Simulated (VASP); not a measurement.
A run of VASP 6.6.1 is set up as follows.

File INCAR:

```
SYSTEM = W
PREC = Accurate ; ENCUT = 520
EDIFF = 1E-6 ; ISMEAR = 0
SIGMA = 0.15 ; LREAL = .FALSE.
LASPH = .TRUE. ; NELM = 100
ALGO = Normal ; ISIF = 2
LWAVE = .FALSE. ; LCHARG = .FALSE.
GGA = PS ; NBANDS = 13
```

File KPOINTS:

```
Automatic mesh
0
G
  20 20 20
  0 0 0
```

POSCAR

```
W
1.0
    0.0000000000      1.9488000000      1.9488000000
    1.9488000000      0.0000000000      1.9488000000
    1.9488000000      1.9488000000      0.0000000000
W
1
Direct
    0.0000000000      0.0000000000      0.0000000000
```

Potentials or basis: VASP PAW PBE potentials, release 64 (W_sv).

Run with:

```sh
$ cat potpaw_PBE.64/W_sv/POTCAR > POTCAR
$ mpirun -np 1 vasp_std > vasp.out
```

**Question.** Estimate the pressure.

**Answer.** 27.5 GPa.

**Question.** Estimate the band gap on the k mesh.

**Answer.** Zero (bands 7 and 8 overlap by 4.43 eV).

Caveat: the cell differs from its parent crystal (strain -0.040 along x and y, -0.040 along z); the cell stands under pressure; the PAW data sets were made with another functional, which shifts forces and pressure a little; spin-orbit coupling is left out, which moves the levels of the heavy elements.
